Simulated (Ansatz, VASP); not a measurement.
## Ta2H5: VASP beside Ansatz

```
Ta H
1.0
     3.57752    0.00000    0.00000
     0.00000    3.57752    0.00000
     0.00000    0.00000    5.73442
Ta H
2 5
Cartesian
  1.7888 0.0000 2.8672
  0.0000 1.7888 2.8672
  1.7888 0.0000 0.0000
  0.0000 1.7888 0.0000
  0.0000 0.0000 2.3517
  0.0000 0.0000 3.3827
  1.7888 1.7888 0.0000
```

Alike in both runs: task relaxation of cell and atoms; functional PBE; k mesh 6 × 6 × 4; occupations gaussian, width 0.1 eV; no spin polarisation.

```csv
,VASP,Ansatz
version,VASP 6.6.1,Ansatz 0.2.0
potentials or method,"VASP PAW PBE potentials, release 64 (Ta_pv, H), cutoff 600 eV","scalar-relativistic, plane waves, PAW"
valence electrons in the cell,27,31
```

VASP gave:

* gap on the k mesh at the Fermi level, each at its own relaxed structure (eV): none
* relaxed volume (Å³/atom): 8.13
* relaxed cell length with the largest relative difference (Å): 3.893

Question: Estimate Ansatz's values.

Answer: gap on the k mesh at the Fermi level, each at its own relaxed structure (eV): none; relaxed volume (Å³/atom): 8.10; relaxed cell length with the largest relative difference (Å): 3.888.

A gap of «none» marks a metal or a gap that the smearing closes. VASP's potentials hold 27 valence electrons a cell and Ansatz's 31, so a difference there can come from the potentials and not from the codes.

Neither program's run includes spin-orbit coupling. Noted on VASP's run: the volume moved by over 15 % at a fixed basis, so the end points are rough.
